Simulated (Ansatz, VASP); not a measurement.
Two plane-wave programs on ZrSiRu4

```
Zr Si Ru
1.0
     3.75542    0.00000    0.00000
     0.00000    3.75542    0.00000
     0.00000    0.00000    5.31741
Zr Si Ru
1 1 4
Direct
  0.00000 0.00000 0.00000
  0.50000 0.50000 0.50000
  0.50000 0.00000 0.74581
  0.00000 0.50000 0.25419
  0.50000 0.00000 0.25419
  0.00000 0.50000 0.74581
```

Change from the starting cell: species swapped into the GdYH4 type (P4/mmm, No. 123).

Alike in both runs: task relaxation of cell and atoms; functional PBE; k mesh 4 × 4 × 4; occupations gaussian, width 0.1 eV; no spin polarisation.

|  | VASP | Ansatz |
| --- | --- | --- |
| version | VASP 6.6.1 | Ansatz 0.2.0 |
| potentials or method | VASP PAW PBE potentials, release 64 (Zr_sv, Si, Ru_pv), cutoff 600 eV | scalar-relativistic, plane waves, PAW |
| valence electrons in the cell | 72 | 80 |

|  | VASP | Ansatz | Ansatz less VASP |
| --- | --- | --- | --- |
| gap on the k mesh at the Fermi level, each at its own relaxed structure (eV) | none | none | - |
| relaxed volume (Å³/atom) | 17.05 | 17.07 | +0.016 |
| relaxed cell length with the largest relative difference (Å) | 6.368 | 6.344 | -0.0233 |

A gap of «none» marks a metal or a gap that the smearing closes. VASP's potentials hold 72 valence electrons a cell and Ansatz's 80, so a difference there can come from the potentials and not from the codes.

The k mesh is coarse, so the values compare programs but aren't converged. Noted on VASP's run: the volume moved by over 15 % at a fixed basis, so the end points are rough.
